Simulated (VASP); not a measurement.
# CdF2 (Fm-3m) in VASP: notebook

The runs below take CdF2 through single point, with LDA.

Everything below comes from runs of VASP 6.6.1. Logs are shortened: lines on timing, memory, paths and dates and some standing lists are left out, and cuts for length are marked.

### Step 1. The cell of the first run

It takes space group Fm-3m (No. 225, cubic). Conventional cell: a = 5.278 Å, b = 5.278 Å, c = 5.278 Å, α = 90.00°, β = 90.00°, γ = 90.00°. Within 3.0 Å of Cd (site symmetry m-3m) lie 8 F at 2.29 Å. F (site symmetry -43m) has 4 Cd at 2.29 Å and 6 F at 2.64 Å within 3.0 Å.

### Step 2. Single point, LDA

Contents of INCAR:

```
SYSTEM = CdF2
PREC = Accurate
ENCUT = 520
EDIFF = 1E-6
ISMEAR = -1
SIGMA = 0.05
LREAL = .False.
LASPH = .True.
NELM = 100
ALGO = Normal
ISIF = 2
LWAVE = .False.
LCHARG = .True.
LELF = .True.
LVHAR = .True.
NBANDS = 20
```

Contents of KPOINTS:

```
regular mesh
0
Gamma
  9 9 9
  0 0 0
```

Contents of POSCAR:

```
CdF2
1.0
    0.0000000000      2.6390049769      2.6390049769
    2.6390049769      0.0000000000      2.6390049769
    2.6390049769      2.6390049769      0.0000000000
Cd F
1 2
Direct
    0.0000000000      0.0000000000      0.0000000000
    0.7500000000      0.7500000000      0.7500000000
    0.2500000000      0.2500000000      0.2500000000
```

Potentials or basis: VASP PAW LDA potentials, release 64 (Cd, F).

Run with:

```console
$ cat potpaw_LDA.64/Cd/POTCAR potpaw_LDA.64/F/POTCAR > POTCAR
$ mpirun -np 1 vasp_std > vasp.out
```

OUTCAR:

```text
SYSTEM = CdF2
   PREC = Accurate
   ENCUT = 520
   EDIFF = 1E-6
   ISMEAR = -1
   LREAL = .False.
   LASPH = .True.
   NELM = 100
   ISIF = 2

 ion  position               nearest neighbor table
   1  0.000  0.000  0.000-   2 2.29   2 2.29   2 2.29   2 2.29   3 2.29   3 2.29   3 2.29   3 2.29

   2  0.750  0.750  0.750-   1 2.29   1 2.29   1 2.29   1 2.29
   3  0.250  0.250  0.250-   1 2.29   1 2.29   1 2.29   1 2.29

  LATTYP: Found a face centered cubic cell.
 ALAT       =     5.2780099538

  Lattice vectors:

 A1 = (   0.0000000000,   2.6390049769,   2.6390049769)
 A2 = (   2.6390049769,   0.0000000000,   2.6390049769)
 A3 = (   2.6390049769,   2.6390049769,   0.0000000000)

Analysis of symmetry for initial positions (statically):
=====================================================================
 Subroutine PRICEL returns:
 Original cell was already a primitive cell.

 Routine SETGRP: Setting up the symmetry group for a
 face centered cubic supercell.

 Subroutine GETGRP returns: Found 48 space group operations
[... 9 lines left out ...]

 Routine SETGRP: Setting up the symmetry group for a
 face centered cubic supercell.

 Subroutine GETGRP returns: Found 48 space group operations
[... 11 lines left out ...]
                                     Primitive cell

  volume of cell :      36.7579

  direct lattice vectors                    reciprocal lattice vectors
     0.000000000  2.639004977  2.639004977    -0.189465349  0.189465349  0.189465349
     2.639004977  0.000000000  2.639004977     0.189465349 -0.189465349  0.189465349
     2.639004977  2.639004977  0.000000000     0.189465349  0.189465349 -0.189465349

  length of vectors
     3.732116630  3.732116630  3.732116630     0.328163611  0.328163611  0.328163611

  position of ions in fractional coordinates (direct lattice)
     0.000000000  0.000000000  0.000000000
     0.750000000  0.750000000  0.750000000
     0.250000000  0.250000000  0.250000000

  ion indices of the primitive-cell ions
   primitive index   ion index
                 1           1
                 2           2
                 3           3

----------------------------------------------------------------------------------------

 KPOINTS: regular mesh

Automatic generation of k-mesh.
 Grid dimensions read from file:
 generate k-points for:    9    9    9

 Generating k-lattice:

  Cartesian coordinates                     Fractional coordinates (reciprocal lattice)
    -0.021051705  0.021051705  0.021051705     0.111111111  0.000000000  0.000000000
     0.021051705 -0.021051705  0.021051705     0.000000000  0.111111111  0.000000000
     0.021051705  0.021051705 -0.021051705     0.000000000  0.000000000  0.111111111

  Length of vectors
     0.036462623  0.036462623  0.036462623

  Shift w.r.t. Gamma in fractional coordinates (k-lattice)
     0.000000000  0.000000000  0.000000000

 Subroutine IBZKPT returns following result:
 ===========================================

 Found     35 irreducible k-points:

 Following reciprocal coordinates:
            Coordinates               Weight
  0.000000  0.000000  0.000000      1.000000
  0.111111  0.000000  0.000000      8.000000
  0.222222  0.000000  0.000000      8.000000
  0.333333  0.000000  0.000000      8.000000
  0.444444  0.000000  0.000000      8.000000
  0.111111  0.111111  0.000000      6.000000
[... 16 lines left out ...]
 -0.333333  0.333333  0.000000     12.000000
  0.444444  0.444444  0.000000      6.000000
 [... further k-points ...]
   k-points           NKPTS =     35   k-points in BZ     NKDIM =     35   number of bands    NBANDS=     20
   number of dos      NEDOS =    301   number of ions     NIONS =      3
   total plane-waves  NPLWV =  21952
   dimension x,y,z NGX =    28 NGY =   28 NGZ =   28
   dimension x,y,z NGXF=    56 NGYF=   56 NGZF=   56
   ions per type =               1   2
   NGX,Y,Z   is equivalent  to a cutoff of  12.47, 12.47, 12.47 a.u.
   NGXF,Y,Z  is equivalent  to a cutoff of  24.95, 24.95, 24.95 a.u.
 SYSTEM =  CdF2
   PREC   = accura    normal or accurate (medium, high low for compatibility)
   ISTART =      0    job   : 0-new  1-cont  2-samecut
   ICHARG =      2    charge: 1-file 2-atom 10-const
   ISPIN  =      1    spin polarized calculation?
   LNONCOLLINEAR =      F non collinear calculations
   LSORBIT =      F    spin-orbit coupling
   LASPH  =      T    aspherical Exc in radial PAW
   ENCUT  =  520.0 eV  38.22 Ry    6.18 a.u.   6.94  6.94  6.94*2*pi/ulx,y,z
   NELM   =    100;   NELMIN=  2; NELMDL= -5     # of ELM steps
   EDIFF  = 0.1E-05   stopping-criterion for ELM
   LREAL  =      F    real-space projection
   EDIFFG = 0.1E-04   stopping-criterion for IOM
   NSW    =      0    number of steps for IOM
   IBRION =     -1    ionic relax: 0-MD 1-quasi-New 2-CG
   NFREE  =      0    steps in history (QN), initial steepest desc. (CG)
   ISIF   =      2    stress and relaxation
   ISYM   =      2    0-nonsym 1-usesym 2-fastsym
   POTIM  = 0.5000    time-step for ionic-motion
   TEBEG  =    0.0;   TEEND  =   0.0 temperature during run
   PSTRESS=    0.0 pullay stress
   NELECT =      26.0000    total number of electrons
   NUPDOWN=      -1.0000    fix difference up-down
   EMIN   =  10.00;   EMAX   =-10.00  energy-range for DOS
   EFERMI =   0.00;   METHOD = LEGACY
   ISMEAR =    -1;   SIGMA  =   0.05  broadening in eV -4-tet -1-fermi 0-gaus
   EFERMI_NEDOS =   21; number of points for ismear=-14 and -15
   IALGO  =     38    algorithm
   IMIX   =      4    mixing-type and parameters
     AMIX     =   0.40;   BMIX     =  1.00
     AMIX_MAG =   1.60;   BMIX_MAG =  1.00
  volume/ion in A,a.u.               =      12.25        82.68
  Fermi-wavevector in a.u.,A,eV,Ry     =   1.458643  2.756436 28.948300  2.127640
  Thomas-Fermi vector in A             =   2.575304
   LORBIT       =      0    0 simple, 1 ext, 2 COOP (PROOUT), +10 PAW based schemes
   GGA     = CA    functional components
   LHFCALC =     F    Hartree Fock is set to
   AEXX    =    0.0000 exact exchange contribution
   IVDW    =     0    specifies the selected vdW correction
   LEPSILON=     F    determine dielectric tensor
   LRPA    =     F    only Hartree local field effects (RPA)
 non-spin polarized calculation
  energy-cutoff  :      520.00
  volume of cell :       36.76
 maximum number of plane-waves:      1002
   NGX = 13   NGY = 13   NGZ = 13

 number of electron      26.0000022 magnetization

 Free energy of the ion-electron system (eV)
  ---------------------------------------------------
  ext. energy  EPLUGINS =         0.00000000
  ---------------------------------------------------
  free energy    TOTEN  =       -12.72813388 eV

  energy without entropy =      -12.72813388  energy(sigma->0) =      -12.72813388

 E-fermi :  -0.0875     XC(G=0): -11.4655

 val. band max:       -1.1833857589   @ k =  -0.3333   0.4444   0.2222
 cond. band min:       1.8596112650   @ k =   0.0000   0.0000   0.0000
 fundamental gap:      3.0429970239
 Fermi energy:        -0.0874759246

 k-point     1 :       0.0000    0.0000    0.0000
  band No.  band energies     occupation
      1     -21.9835      2.00000
      2     -20.6043      2.00000
      3      -7.0440      2.00000
      4      -7.0440      2.00000
      5      -7.0440      2.00000
      6      -5.4681      2.00000
[... 12 lines left out ...]
     19      18.8179      0.00000
     20      18.8179      0.00000

 k-point     2 :       0.1111    0.0000    0.0000
  band No.  band energies     occupation
      1     -21.9341      2.00000
      2     -20.6499      2.00000
      3      -6.9875      2.00000
      4      -6.9875      2.00000
      5      -6.8861      2.00000
      6      -5.4907      2.00000
[... 12 lines left out ...]
     19      18.4970      0.00000
     20      18.4970      0.00000

 k-point     3 :       0.2222    0.0000    0.0000
  band No.  band energies     occupation
      1     -21.7982      2.00000
      2     -20.7739      2.00000
      3      -6.8469      2.00000
      4      -6.8469      2.00000
      5      -6.4481      2.00000
      6      -5.5228      2.00000
[... 12 lines left out ...]
     19      17.8987      0.00000
     20      18.5575      0.00000

 k-point     4 :       0.3333    0.0000    0.0000
  band No.  band energies     occupation
      1     -21.6040      2.00000
      2     -20.9492      2.00000
      3      -6.7028      2.00000
      4      -6.7028      2.00000
      5      -5.8340      2.00000
      6      -5.4905      2.00000
[... 12 lines left out ...]
     19      17.3948      0.00000
     20      18.3365      0.00000

 k-point     5 :       0.4444    0.0000    0.0000
  band No.  band energies     occupation
      1     -21.3912      2.00000
      2     -21.1477      2.00000
      3      -6.6290      2.00000
      4      -6.6290      2.00000
      5      -5.4012      2.00000
      6      -5.4012      2.00000
[... 12 lines left out ...]
     19      17.1075      0.00000
     20      17.8028      0.00000

 k-point     6 :       0.1111    0.1111    0.0000
  band No.  band energies     occupation
      1     -21.9185      2.00000
      2     -20.6636      2.00000
      3      -6.9656      2.00000
      4      -6.9656      2.00000
      5      -6.8360      2.00000
      6      -5.5616      2.00000
[... 12 lines left out ...]
     19      18.4191      0.00000
     20      18.9240      0.00000

 k-point     7 :       0.2222    0.1111    0.0000
  band No.  band energies     occupation
      1     -21.8142      2.00000
      2     -20.7568      2.00000
      3      -6.8449      2.00000
      4      -6.8418      2.00000
      5      -6.4998      2.00000
      6      -5.6690      2.00000
[... 12 lines left out ...]
     19      18.7238      0.00000
     20      19.4972      0.00000
[... 277 lines left out ...]
 k-point    20 :       0.3333    0.3333    0.0000
  band No.  band energies     occupation
      1     -21.5486      2.00000
      2     -20.9652      2.00000
      3      -6.4605      2.00000
      4      -6.3465      2.00000
      5      -6.3465      2.00000
      6      -5.6322      2.00000
[... 12 lines left out ...]
     19      19.5753      0.00000
     20      19.6947      0.00000

 k-point    21 :       0.4444    0.3333    0.0000
  band No.  band energies     occupation
      1     -21.4457      2.00000
      2     -21.0461      2.00000
      3      -6.6673      2.00000
      4      -6.1521      2.00000
      5      -6.0805      2.00000
      6      -5.3685      2.00000
[... 12 lines left out ...]
     19      19.3932      0.00000
     20      19.7911      0.00000

 k-point    22 :      -0.4444    0.3333    0.0000
  band No.  band energies     occupation
      1     -21.3366      2.00000
      2     -21.1452      2.00000
      3      -6.6685      2.00000
      4      -6.0512      2.00000
      5      -5.7976      2.00000
      6      -5.5078      2.00000
[... 12 lines left out ...]
     19      19.5672      0.00000
     20      19.9200      0.00000

 k-point    23 :      -0.3333    0.3333    0.0000
  band No.  band energies     occupation
      1     -21.2598      2.00000
      2     -21.2310      2.00000
      3      -6.5778      2.00000
      4      -6.1071      2.00000
      5      -5.6939      2.00000
      6      -5.5949      2.00000
[... 12 lines left out ...]
     19      18.3637      0.00000
     20      20.7392      0.00000

 k-point    24 :       0.4444    0.4444    0.0000
  band No.  band energies     occupation
      1     -21.4110      2.00000
      2     -21.0635      2.00000
      3      -6.8845      2.00000
      4      -5.9186      2.00000
      5      -5.9186      2.00000
      6      -5.3252      2.00000
[... 12 lines left out ...]
     19      18.7516      0.00000
     20      20.1059      0.00000

 [... further k-points ...]
[... 5 lines left out ...]
  --------------------------------------------------------------------------------------
  -------------------------------------------------------------------------------------
  Total        0.6231820      0.6231820      0.6231820      0.0000000      0.0000000     -0.0000000
  in kB       27.1628212     27.1628212     27.1628212      0.0000000      0.0000000     -0.0000000
  external PRESSURE =      27.1628212 kB  Pullay stress =       0.0000000 kB

 VOLUME and BASIS-vectors are now :
 -----------------------------------------------------------------------------
  energy-cutoff  :      520.00
  volume of cell :       36.76
      direct lattice vectors                 reciprocal lattice vectors
     0.000000000  2.639004977  2.639004977    -0.189465349  0.189465349  0.189465349
     2.639004977  0.000000000  2.639004977     0.189465349 -0.189465349  0.189465349
     2.639004977  2.639004977  0.000000000     0.189465349  0.189465349 -0.189465349

 POSITION                                       TOTAL-FORCE (eV/Angst)
 -----------------------------------------------------------------------------------
      0.00000      0.00000      0.00000         0.000000     -0.000000      0.000000
      3.95851      3.95851      3.95851         0.000000      0.000000      0.000000
      1.31950      1.31950      1.31950        -0.000000     -0.000000     -0.000000
 -----------------------------------------------------------------------------------
    total drift:                                0.000000      0.000000      0.000000

  FREE ENERGIE OF THE ION-ELECTRON SYSTEM (eV)
  ---------------------------------------------------
  free  energy   TOTEN  =       -12.7281338811 eV

  energy  without entropy=      -12.7281338811  energy(sigma->0) =      -12.72813388
```

Run time: 12 s. Hardware: 1 thread of Intel Xeon 6975P-C (Granite Rapids), shared host; peak memory 0.15 GiB.

What came out:

| Property | Result |
| --- | --- |
| Free energy | -12.7281 eV |
| Pressure | 2.7 GPa |
| Band gap on the k mesh | 3.04 eV, indirect (least direct gap 3.41 eV) |

A k mesh can miss the band edges. Expect the measured gap to be larger: semilocal functionals such as LDA lack the derivative discontinuity.

### Step 3. Single point, LDA

This run uses another cell than the first one, of 12.51 Å³/atom, 1.021 times its volume.

Contents of INCAR:

```
SYSTEM = CdF2
PREC = Accurate
ENCUT = 520
EDIFF = 1E-6
ISMEAR = -1
SIGMA = 0.05
LREAL = .FALSE.
LASPH = .TRUE.
NELM = 60
ALGO = Normal
ISIF = 2
LWAVE = .FALSE.
LCHARG = .FALSE.
NBANDS = 20
```

Contents of KPOINTS:

```
regular mesh
0
G
  9 9 9
  0 0 0
```

Contents of POSCAR:

```
CdF2
1.0
    0.0000000000      2.6575901313      2.6575901313
    2.6575901313      0.0000000000      2.6575901313
    2.6575901313      2.6575901313      0.0000000000
Cd F
1 2
Direct
    0.0000000000      0.0000000000      0.0000000000
    0.7500000000      0.7500000000      0.7500000000
    0.2500000000      0.2500000000      0.2500000000
```

Potentials or basis: VASP PAW LDA potentials, release 64 (Cd, F).

Run with:

```console
$ cat potpaw_LDA.64/Cd/POTCAR potpaw_LDA.64/F/POTCAR > POTCAR
$ mpirun -np 1 vasp_std > vasp.out
```

Run time: 11 s. Hardware: 1 thread of Intel Xeon 6975P-C (Granite Rapids), shared host; peak memory 0.15 GiB.

The run converged. Its results:

```yaml
Free_energy: -12.7365 eV
Pressure: 0.0 GPa
Band_gap_on_the_k_mesh: 2.97 eV, indirect (least direct gap 3.37 eV)
```

Levels at points of the mesh, in eV from the valence-band top:
```
           k point  band 11  band 12  band 13  band 14  band 15  band 16
(0.00, 0.00, 0.00)    -0.40    -0.40    -0.40     2.97    12.52    12.52
```

A k mesh can miss the band edges. Expect the measured gap to be larger: semilocal functionals such as LDA lack the derivative discontinuity.

### Step 4. Single point, LDA

This run uses another cell than the first one, of 12.77 Å³/atom, 1.043 times its volume.

Contents of INCAR:

```
SYSTEM = CdF2
ALGO = Normal ; EDIFF = 1E-6
ENCUT = 520 ; GGA = CA
ISIF = 2 ; ISMEAR = -1
LASPH = .TRUE. ; LCHARG = .TRUE.
LELF = .TRUE. ; LREAL = .FALSE.
LVHAR = .TRUE. ; LWAVE = .FALSE.
NBANDS = 20 ; NELM = 80
PREC = Accurate ; SIGMA = 0.05
```

Contents of KPOINTS:

```
k-points
0
G
  9 9 9
  0 0 0
```

Contents of POSCAR:

```
CdF2
1.0
    0.0000000000      2.6759189183      2.6759189183
    2.6759189183      0.0000000000      2.6759189183
    2.6759189183      2.6759189183      0.0000000000
Cd F
1 2
Direct
    0.0000000000      0.0000000000      0.0000000000
    0.7500000000      0.7500000000      0.7500000000
    0.2500000000      0.2500000000      0.2500000000
```

Run with:

```console
$ cat potpaw_LDA.64/Cd/POTCAR potpaw_LDA.64/F/POTCAR > POTCAR
$ mpirun -np 1 vasp_std > vasp.out
```

Run time: 12 s. Hardware: 1 thread of Intel Xeon 6975P-C (Granite Rapids), shared host; peak memory 0.15 GiB.

Results (log left out):

```
Free energy            : -12.7319 eV
Pressure               : -2.5 GPa
Band gap on the k mesh : 2.90 eV, indirect (least direct gap 3.32 eV)
```

Levels at points of the mesh, in eV from the valence-band top:
```
           k point  band 9  band 10  band 11  band 12  band 13  band 14  band 15  band 16  band 17  band 18
(0.00, 0.00, 0.00)   -1.03    -1.03    -0.43    -0.43    -0.43     2.90    12.43    12.43    12.43    17.33
```

### Step 5. Single point, LDA

This run uses another cell than the first one, of 13.03 Å³/atom, 1.064 times its volume.

Contents of INCAR:

```
PREC = Accurate
ENCUT = 520
EDIFF = 1E-7
ISMEAR = -1
SIGMA = 0.05
LREAL = F
LASPH = T
NELM = 80
ALGO = Normal
ISIF = 2
LWAVE = F
LCHARG = F
NBANDS = 20
```

Contents of KPOINTS:

```
Automatic mesh
0
Gamma
  9 9 9
```

Contents of POSCAR:

```
CdF2
1.0
    0.0000000000      2.6940000000      2.6940000000
    2.6940000000      0.0000000000      2.6940000000
    2.6940000000      2.6940000000      0.0000000000
Cd F
1 2
Direct
    0.0000000000      0.0000000000      0.0000000000
    0.7500000000      0.7500000000      0.7500000000
    0.2500000000      0.2500000000      0.2500000000
```

Run with:

```console
$ cat potpaw_LDA.64/Cd/POTCAR potpaw_LDA.64/F/POTCAR > POTCAR
$ mpirun -np 1 vasp_std > vasp.out
```

Run time: 12 s. Hardware: 1 thread of Intel Xeon 6975P-C (Granite Rapids), shared host; peak memory 0.15 GiB.

Results (log left out):

* Free energy: -12.7156 eV
* Pressure: -4.7 GPa
* Band gap on the k mesh: 2.83 eV, indirect (least direct gap 3.28 eV)

Levels at points of the mesh, in eV from the valence-band top:
| k point | band 9 | band 10 | band 11 | band 12 | band 13 | band 14 | band 15 | band 16 | band 17 | band 18 |
| --- | --- | --- | --- | --- | --- | --- | --- | --- | --- | --- |
| (0.00, 0.00, 0.00) | -0.98 | -0.98 | -0.45 | -0.45 | -0.45 | 2.83 | 12.34 | 12.34 | 12.34 | 17.15 |

A k mesh can miss the band edges. As with any semilocal functional, this LDA gap is likely too small.

### Step 6. Summary

```csv
cell,gap on the mesh (eV),pressure (GPa)
"a = 3.732 Å, angles 60.0°, 3 atoms",3.04,2.7
"a = 3.758 Å, angles 60.0°, 3 atoms",2.97,0.0
"a = 3.784 Å, angles 60.0°, 3 atoms",2.90,-2.5
"a = 3.810 Å, angles 60.0°, 3 atoms",2.83,-4.7
```

Alike in all rows: task single point; level LDA; potentials or basis VASP PAW LDA potentials, release 64 (Cd, F); no spin polarisation; k mesh 9 × 9 × 9; cutoff (eV) 520; smearing fermi-dirac 0.05 eV.

Absolute energies hang on the potentials; compare differences alone.
